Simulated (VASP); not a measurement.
# MnSb (P6_3/mmc) in VASP: a series of runs

MnSb is run at these levels: PBE; tasks: single point.

Everything below comes from runs of VASP 6.6.1. Logs are shortened: lines on timing, memory, paths and dates and some standing lists are left out, and cuts for length are marked.

### 1 The cell of the first run

The structure is hexagonal, space group P6_3/mmc (No. 194). Conventional cell: a = 4.140 Å, b = 4.140 Å, c = 5.790 Å, α = 90.00°, β = 90.00°, γ = 120.00°. Within 3.8 Å of Sb (site symmetry -6m2) lie 6 Mn at 2.79 Å and 6 Sb at 3.75 Å. Mn (site symmetry -3m) has 6 Sb at 2.79 Å and 2 Mn at 2.90 Å within 3.7 Å.

### 2 Single point, PBE

Input file INCAR:

```
ALGO     = Normal         # electronic algorithm
EDIFF    = 1E-6           # SCF threshold, eV
ENCUT    = 520            # plane-wave cutoff, eV
GGA      = PE             # functional
ISIF     = 2              # what is computed and relaxed
ISMEAR   = -1             # smearing method
LASPH    = T              # aspherical terms in the spheres
LCHARG   = T              # write CHGCAR
LELF     = T              # ELF
LREAL    = F              # projectors in reciprocal space
LVHAR    = T            
LWAVE    = F              # write WAVECAR
NBANDS   = 26             # bands
NELM     = 60             # most SCF steps
PREC     = Accurate       # precision mode
SIGMA    = 0.05           # smearing width, eV
```

Input file KPOINTS:

```
k-points
0
Gamma
  8 8 5
```

Input file POSCAR:

```
MnSb
1.0
    4.1400020900      0.0000000000      0.0000000000
   -2.0700010500      3.5853469800      0.0000000000
    0.0000000000      0.0000000000      5.7900000000
Sb Mn
2 2
Direct
    0.3333333300      0.6666666700      0.2500000000
    0.6666666700      0.3333333300      0.7500000000
    0.0000000000      0.0000000000      0.0000000000
    0.0000000000      0.0000000000      0.5000000000
```

Potentials or basis: VASP PAW PBE potentials, release 64 (Sb, Mn_pv).

The run is started by

```bash
$ cat potpaw_PBE.64/Sb/POTCAR potpaw_PBE.64/Mn_pv/POTCAR > POTCAR
$ mpirun -np 1 vasp_std > vasp.out
```

OUTCAR:

```text
EDIFF = 1E-6
   ENCUT = 520
   GGA = PE
   ISIF = 2
   ISMEAR = -1
   LASPH = T
   LREAL = F
   NELM = 60
   PREC = Accurate

 ion  position               nearest neighbor table
   1  0.333  0.667  0.250-   3 2.79   4 2.79   3 2.79   4 2.79   3 2.79   4 2.79   2 3.75   2 3.75
                             2 3.75   2 3.75   2 3.75   2 3.75
   2  0.667  0.333  0.750-   3 2.79   4 2.79   3 2.79   4 2.79   3 2.79   4 2.79   1 3.75   1 3.75
                             1 3.75   1 3.75   1 3.75   1 3.75
   3  0.000  0.000  0.000-   1 2.79   2 2.79   2 2.79   1 2.79   2 2.79   1 2.79   4 2.90   4 2.90

   4  0.000  0.000  0.500-   1 2.79   2 2.79   2 2.79   1 2.79   2 2.79   1 2.79   3 2.90   3 2.90

  LATTYP: Found a hexagonal cell.
 ALAT       =     4.1400020900
 C/A-ratio  =     1.3985500186

  Lattice vectors:

 A1 = (   4.1400020900,   0.0000000000,   0.0000000000)
 A2 = (  -2.0700010500,   3.5853469800,   0.0000000000)
 A3 = (   0.0000000000,   0.0000000000,   5.7900000000)

Analysis of symmetry for initial positions (statically):
=====================================================================
 Subroutine PRICEL returns:
 Original cell was already a primitive cell.

 Routine SETGRP: Setting up the symmetry group for a
 hexagonal supercell.

 Subroutine GETGRP returns: Found 24 space group operations
 (whereof 12 operations were pure point group operations)
 out of a pool of 24 trial point group operations.

The static configuration has the point symmetry D_3d.
 The point group associated with its full space group is D_6h.

Analysis of symmetry for dynamics (positions and initial velocities):
=====================================================================
 Subroutine PRICEL returns:
 Original cell was already a primitive cell.

 Routine SETGRP: Setting up the symmetry group for a
 hexagonal supercell.

 Subroutine GETGRP returns: Found 24 space group operations
 (whereof 12 operations were pure point group operations)
 out of a pool of 24 trial point group operations.

The dynamic configuration has the point symmetry D_3d.
 The point group associated with its full space group is D_6h.

 Subroutine INISYM returns: Found 24 space group operations
 (whereof 12 operations are pure point group operations),
 and found     1 'primitive' translations

----------------------------------------------------------------------------------------

                                     Primitive cell

  volume of cell :      85.9430

  direct lattice vectors                    reciprocal lattice vectors
     4.140002090  0.000000000  0.000000000     0.241545772  0.139456517  0.000000000
    -2.070001050  3.585346980  0.000000000     0.000000000  0.278913033  0.000000000
     0.000000000  0.000000000  5.790000000     0.000000000  0.000000000  0.172711572

  length of vectors
     4.140002090  4.140002091  5.790000000     0.278913033  0.278913033  0.172711572

  position of ions in fractional coordinates (direct lattice)
     0.333333330  0.666666670  0.250000000
     0.666666670  0.333333330  0.750000000
     0.000000000  0.000000000  0.000000000
     0.000000000  0.000000000  0.500000000

  ion indices of the primitive-cell ions
   primitive index   ion index
                 1           1
                 2           2
                 3           3
                 4           4

----------------------------------------------------------------------------------------

 KPOINTS: k-points

Automatic generation of k-mesh.
 Grid dimensions read from file:
 generate k-points for:    8    8    5

 Generating k-lattice:

  Cartesian coordinates                     Fractional coordinates (reciprocal lattice)
     0.030193221  0.017432065  0.000000000     0.125000000  0.000000000  0.000000000
     0.000000000  0.034864129  0.000000000     0.000000000  0.125000000  0.000000000
     0.000000000  0.000000000  0.034542314     0.000000000  0.000000000  0.200000000

  Length of vectors
     0.034864129  0.034864129  0.034542314

  Shift w.r.t. Gamma in fractional coordinates (k-lattice)
     0.000000000  0.000000000  0.000000000

 Subroutine IBZKPT returns following result:
 ===========================================

 Found     30 irreducible k-points:

 Following reciprocal coordinates:
            Coordinates               Weight
  0.000000  0.000000  0.000000      1.000000
  0.125000  0.000000  0.000000      6.000000
  0.250000  0.000000  0.000000      6.000000
  0.375000 -0.000000  0.000000      6.000000
  0.500000  0.000000  0.000000      3.000000
  0.125000  0.125000  0.000000      6.000000
[... 16 lines left out ...]
  0.250000  0.000000  0.400000     12.000000
  0.375000 -0.000000  0.400000     12.000000
 [... further k-points ...]
   k-points           NKPTS =     30   k-points in BZ     NKDIM =     30   number of bands    NBANDS=     26
   number of dos      NEDOS =    301   number of ions     NIONS =      4
   total plane-waves  NPLWV =  49152
   dimension x,y,z NGX =    32 NGY =   32 NGZ =   48
   dimension x,y,z NGXF=    64 NGYF=   64 NGZF=   96
   ions per type =               2   2
   NGX,Y,Z   is equivalent  to a cutoff of  12.85, 12.85, 13.78 a.u.
   NGXF,Y,Z  is equivalent  to a cutoff of  25.70, 25.70, 27.56 a.u.
 SYSTEM =  unknown system
   PREC   = accura    normal or accurate (medium, high low for compatibility)
   ISTART =      0    job   : 0-new  1-cont  2-samecut
   ICHARG =      2    charge: 1-file 2-atom 10-const
   ISPIN  =      1    spin polarized calculation?
   LNONCOLLINEAR =      F non collinear calculations
   LSORBIT =      F    spin-orbit coupling
   LASPH  =      T    aspherical Exc in radial PAW
   ENCUT  =  520.0 eV  38.22 Ry    6.18 a.u.   7.70  7.70 10.77*2*pi/ulx,y,z
   NELM   =     60;   NELMIN=  2; NELMDL= -5     # of ELM steps
   EDIFF  = 0.1E-05   stopping-criterion for ELM
   LREAL  =      F    real-space projection
   EDIFFG = 0.1E-04   stopping-criterion for IOM
   NSW    =      0    number of steps for IOM
   IBRION =     -1    ionic relax: 0-MD 1-quasi-New 2-CG
   NFREE  =      0    steps in history (QN), initial steepest desc. (CG)
   ISIF   =      2    stress and relaxation
   ISYM   =      2    0-nonsym 1-usesym 2-fastsym
   POTIM  = 0.5000    time-step for ionic-motion
   TEBEG  =    0.0;   TEEND  =   0.0 temperature during run
   PSTRESS=    0.0 pullay stress
   NELECT =      36.0000    total number of electrons
   NUPDOWN=      -1.0000    fix difference up-down
   EMIN   =  10.00;   EMAX   =-10.00  energy-range for DOS
   EFERMI =   0.00;   METHOD = LEGACY
   ISMEAR =    -1;   SIGMA  =   0.05  broadening in eV -4-tet -1-fermi 0-gaus
   EFERMI_NEDOS =   21; number of points for ismear=-14 and -15
   IALGO  =     38    algorithm
   IMIX   =      4    mixing-type and parameters
     AMIX     =   0.40;   BMIX     =  1.00
     AMIX_MAG =   1.60;   BMIX_MAG =  1.00
  volume/ion in A,a.u.               =      21.49       144.99
  Fermi-wavevector in a.u.,A,eV,Ry     =   1.224914  2.314752 20.414372  1.500414
  Thomas-Fermi vector in A             =   2.359971
   LORBIT       =      0    0 simple, 1 ext, 2 COOP (PROOUT), +10 PAW based schemes
   GGA     = PE    functional components
   LHFCALC =     F    Hartree Fock is set to
   AEXX    =    0.0000 exact exchange contribution
   IVDW    =     0    specifies the selected vdW correction
   LEPSILON=     F    determine dielectric tensor
   LRPA    =     F    only Hartree local field effects (RPA)
 non-spin polarized calculation
  energy-cutoff  :      520.00
  volume of cell :       85.94
 maximum number of plane-waves:      2350
 NGX is ok and might be reduce to    32
   NGX = 15   NGY = 15   NGZ = 21

 number of electron      36.0000013 magnetization

 Free energy of the ion-electron system (eV)
  ---------------------------------------------------
  ext. energy  EPLUGINS =         0.00000000
  ---------------------------------------------------
  free energy    TOTEN  =       -24.34227422 eV

  energy without entropy =      -24.24729005  energy(sigma->0) =      -24.29478214

 E-fermi :   7.1730     XC(G=0): -10.6621

 val. band max:        7.1618385683   @ k =   0.3750   0.1250   0.2000
 cond. band min:       7.1849781979   @ k =   0.2500   0.2500   0.2000
 fundamental gap:      0.0231396296
 Fermi energy:         7.1730318403

 k-point     1 :       0.0000    0.0000    0.0000
  band No.  band energies     occupation
      1     -40.5969      2.00000
      2     -40.5139      2.00000
      3     -40.3404      2.00000
      4     -40.3404      2.00000
      5     -40.3323      2.00000
      6     -40.3323      2.00000
[... 18 lines left out ...]
     25      10.7166      0.00000
     26      12.4500      0.00000

 k-point     2 :       0.1250    0.0000    0.0000
  band No.  band energies     occupation
      1     -40.5968      2.00000
      2     -40.5139      2.00000
      3     -40.3408      2.00000
      4     -40.3405      2.00000
      5     -40.3326      2.00000
      6     -40.3324      2.00000
[... 18 lines left out ...]
     25      11.8330      0.00000
     26      13.1062      0.00000

 k-point     3 :       0.2500    0.0000    0.0000
  band No.  band energies     occupation
      1     -40.5966      2.00000
      2     -40.5138      2.00000
      3     -40.3415      2.00000
      4     -40.3407      2.00000
      5     -40.3331      2.00000
      6     -40.3325      2.00000
[... 18 lines left out ...]
     25      11.8167      0.00000
     26      13.1068      0.00000

 k-point     4 :       0.3750   -0.0000    0.0000
  band No.  band energies     occupation
      1     -40.5964      2.00000
      2     -40.5137      2.00000
      3     -40.3422      2.00000
      4     -40.3409      2.00000
      5     -40.3337      2.00000
      6     -40.3326      2.00000
[... 18 lines left out ...]
     25      11.6778      0.00000
     26      12.4996      0.00000

 k-point     5 :       0.5000    0.0000    0.0000
  band No.  band energies     occupation
      1     -40.5964      2.00000
      2     -40.5137      2.00000
      3     -40.3425      2.00000
      4     -40.3410      2.00000
      5     -40.3339      2.00000
      6     -40.3326      2.00000
[... 18 lines left out ...]
     25      11.7243      0.00000
     26      12.1219      0.00000

 k-point     6 :       0.1250    0.1250    0.0000
  band No.  band energies     occupation
      1     -40.5967      2.00000
      2     -40.5138      2.00000
      3     -40.3413      2.00000
      4     -40.3407      2.00000
      5     -40.3329      2.00000
      6     -40.3325      2.00000
[... 427 lines left out ...]
 k-point    21 :       0.0000    0.0000    0.4000
  band No.  band energies     occupation
      1     -40.5683      2.00000
      2     -40.5427      2.00000
      3     -40.3377      2.00000
      4     -40.3377      2.00000
      5     -40.3351      2.00000
      6     -40.3351      2.00000
[... 18 lines left out ...]
     25      11.9872      0.00000
     26      12.9561      0.00000

 k-point    22 :       0.1250    0.0000    0.4000
  band No.  band energies     occupation
      1     -40.5682      2.00000
      2     -40.5426      2.00000
      3     -40.3379      2.00000
      4     -40.3377      2.00000
      5     -40.3354      2.00000
      6     -40.3352      2.00000
[... 18 lines left out ...]
     25      12.4009      0.00000
     26      12.7992      0.00000

 k-point    23 :       0.2500    0.0000    0.4000
  band No.  band energies     occupation
      1     -40.5681      2.00000
      2     -40.5425      2.00000
      3     -40.3386      2.00000
      4     -40.3379      2.00000
      5     -40.3360      2.00000
      6     -40.3353      2.00000
[... 18 lines left out ...]
     25      11.8485      0.00000
     26      12.2717      0.00000

 k-point    24 :       0.3750   -0.0000    0.4000
  band No.  band energies     occupation
      1     -40.5679      2.00000
      2     -40.5424      2.00000
      3     -40.3393      2.00000
      4     -40.3380      2.00000
      5     -40.3366      2.00000
      6     -40.3354      2.00000
[... 18 lines left out ...]
     25      11.3986      0.00000
     26      12.1099      0.00000

 [... further k-points ...]
[... 5 lines left out ...]
  --------------------------------------------------------------------------------------
  -------------------------------------------------------------------------------------
  Total       -7.2193399     -7.2193399    -11.2990285      0.0000000      0.0000000      0.0000000
  in kB     -134.5853402   -134.5853401   -210.6402549      0.0000002      0.0000000      0.0000000
  external PRESSURE =    -159.9369784 kB  Pullay stress =       0.0000000 kB

 VOLUME and BASIS-vectors are now :
 -----------------------------------------------------------------------------
  energy-cutoff  :      520.00
  volume of cell :       85.94
      direct lattice vectors                 reciprocal lattice vectors
     4.140002090  0.000000000  0.000000000     0.241545772  0.139456517  0.000000000
    -2.070001050  3.585346980  0.000000000     0.000000000  0.278913033  0.000000000
     0.000000000  0.000000000  5.790000000     0.000000000  0.000000000  0.172711572

 POSITION                                       TOTAL-FORCE (eV/Angst)
 -----------------------------------------------------------------------------------
     -0.00000      2.39023      1.44750         0.000000     -0.000000      0.000000
      2.07000      1.19512      4.34250        -0.000000      0.000000      0.000000
      0.00000      0.00000      0.00000        -0.000000      0.000000      0.000000
      0.00000      0.00000      2.89500        -0.000000      0.000000      0.000000
 -----------------------------------------------------------------------------------
    total drift:                               -0.000004      0.000002      0.000000

  FREE ENERGIE OF THE ION-ELECTRON SYSTEM (eV)
  ---------------------------------------------------
  free  energy   TOTEN  =       -24.3422742248 eV

  energy  without entropy=      -24.2472900511  energy(sigma->0) =      -24.29478214
```

Wall time 38 s (1 thread of AMD EPYC 9R45 (Zen 5), shared host); peak memory 0.21 GiB.

What came out:

- Free energy: -24.3423 eV
- Pressure: -16.0 GPa
- Band gap on the k mesh: zero (bands 18 and 19 overlap by 0.27 eV)

Caveat: the stress differs along the axes, from -21 to -13 GPa; spin-orbit coupling is left out, which moves the levels of the heavy elements; the run has no spin polarisation, though such a crystal can be magnetic.

### 3 Single point, PBE, collinear spin, ferromagnetic start

Input file INCAR:

```
SYSTEM = MnSb
PREC = Accurate
ENCUT = 520
EDIFF = 1E-6
ISMEAR = -1
SIGMA = 0.05
LREAL = .False.
LASPH = .True.
NELM = 150
ALGO = Normal
ISIF = 2
LWAVE = .False.
LCHARG = .False.
ISPIN = 2
MAGMOM = 0 0 4.5 4.5
LORBIT = 11
LMAXMIX = 4
GGA = PE
NBANDS = 30
```

Input file KPOINTS:

```
regular mesh
0
Gamma
  8 8 5
  0 0 0
```

POSCAR is that of step 2.

Potentials or basis: VASP PAW PBE potentials, release 64 (Sb, Mn_pv).

The run is started by

```bash
$ cat potpaw_PBE.64/Sb/POTCAR potpaw_PBE.64/Mn_pv/POTCAR > POTCAR
$ mpirun -np 1 vasp_std > vasp.out
```

OUTCAR:

```text
SYSTEM = MnSb
   PREC = Accurate
   ENCUT = 520
   EDIFF = 1E-6
   ISMEAR = -1
   LREAL = .False.
   LASPH = .True.
   NELM = 150
   ISIF = 2
   ISPIN = 2
   LORBIT = 11
   GGA = PE

 ion  position               nearest neighbor table
   1  0.333  0.667  0.250-   3 2.79   4 2.79   3 2.79   4 2.79   3 2.79   4 2.79   2 3.75   2 3.75
                             2 3.75   2 3.75   2 3.75   2 3.75
   2  0.667  0.333  0.750-   3 2.79   4 2.79   3 2.79   4 2.79   3 2.79   4 2.79   1 3.75   1 3.75
                             1 3.75   1 3.75   1 3.75   1 3.75
   3  0.000  0.000  0.000-   1 2.79   2 2.79   2 2.79   1 2.79   2 2.79   1 2.79   4 2.90   4 2.90

   4  0.000  0.000  0.500-   1 2.79   2 2.79   2 2.79   1 2.79   2 2.79   1 2.79   3 2.90   3 2.90

  LATTYP: Found a hexagonal cell.
 ALAT       =     4.1400020900
 C/A-ratio  =     1.3985500186

  Lattice vectors:

 A1 = (   4.1400020900,   0.0000000000,   0.0000000000)
 A2 = (  -2.0700010500,   3.5853469800,   0.0000000000)
 A3 = (   0.0000000000,   0.0000000000,   5.7900000000)

Analysis of symmetry for initial positions (statically):
[... 1798 lines left out ...]
  -------------------------------------------------------------------------------------
  Total       -1.2765979     -1.2765979     -2.0766658      0.0000000     -0.0000000      0.0000000
  in kB      -23.7987626    -23.7987626    -38.7138962      0.0000000     -0.0000000      0.0000000
  external PRESSURE =     -28.7704738 kB  Pullay stress =       0.0000000 kB

 VOLUME and BASIS-vectors are now :
 -----------------------------------------------------------------------------
  energy-cutoff  :      520.00
  volume of cell :       85.94
      direct lattice vectors                 reciprocal lattice vectors
     4.140002090  0.000000000  0.000000000     0.241545772  0.139456517  0.000000000
    -2.070001050  3.585346980  0.000000000     0.000000000  0.278913033  0.000000000
     0.000000000  0.000000000  5.790000000     0.000000000  0.000000000  0.172711572

 POSITION                                       TOTAL-FORCE (eV/Angst)
 -----------------------------------------------------------------------------------
     -0.00000      2.39023      1.44750        -0.000000     -0.000000      0.000000
      2.07000      1.19512      4.34250        -0.000000      0.000000      0.000000
      0.00000      0.00000      0.00000         0.000000      0.000000      0.000000
      0.00000      0.00000      2.89500         0.000000      0.000000      0.000000
 -----------------------------------------------------------------------------------
    total drift:                               -0.000004      0.000002      0.000000

  FREE ENERGIE OF THE ION-ELECTRON SYSTEM (eV)
  ---------------------------------------------------
  free  energy   TOTEN  =       -26.3234427473 eV

  energy  without entropy=      -26.3022209749  energy(sigma->0) =      -26.31283186

 total charge

# of ion       s       p       d       tot
------------------------------------------
    1        1.142   1.265   0.041   2.448
    2        1.142   1.265   0.041   2.448
    3        0.273   6.209   5.033  11.515
    4        0.273   6.209   5.033  11.515
--------------------------------------------------
tot          2.831  14.948  10.148  27.927

 magnetization (x)

# of ion       s       p       d       tot
------------------------------------------
    1        0.012  -0.144   0.006  -0.126
    2        0.012  -0.144   0.006  -0.126
    3        0.037   0.027   3.346   3.410
    4        0.037   0.027   3.346   3.410
--------------------------------------------------
tot          0.099  -0.235   6.704   6.568
```

Wall time 88 s (1 thread of AMD EPYC 9R45 (Zen 5), shared host); peak memory 0.28 GiB.

Results:

| Property | Result |
| --- | --- |
| Free energy | -26.3234 eV |
| Pressure | -2.9 GPa |
| Net moment | 6.74 μB per cell |
| Site moments | Sb -0.13; Mn +3.41 μB |
| Valence electrons inside the program's atomic spheres | Sb 2.45; Mn 11.52 |

Stress tensor (GPa, compression positive):
```
-2.38  0.00  0.00
 0.00 -2.38  0.00
 0.00  0.00 -3.87
```

Caveat: spin-orbit coupling is left out, which moves the levels of the heavy elements; the run started ferromagnetic, and an antiferromagnetic order may lie lower in energy.

The gap in the log of VASP goes by the Fermi energy; the results here count the filled bands.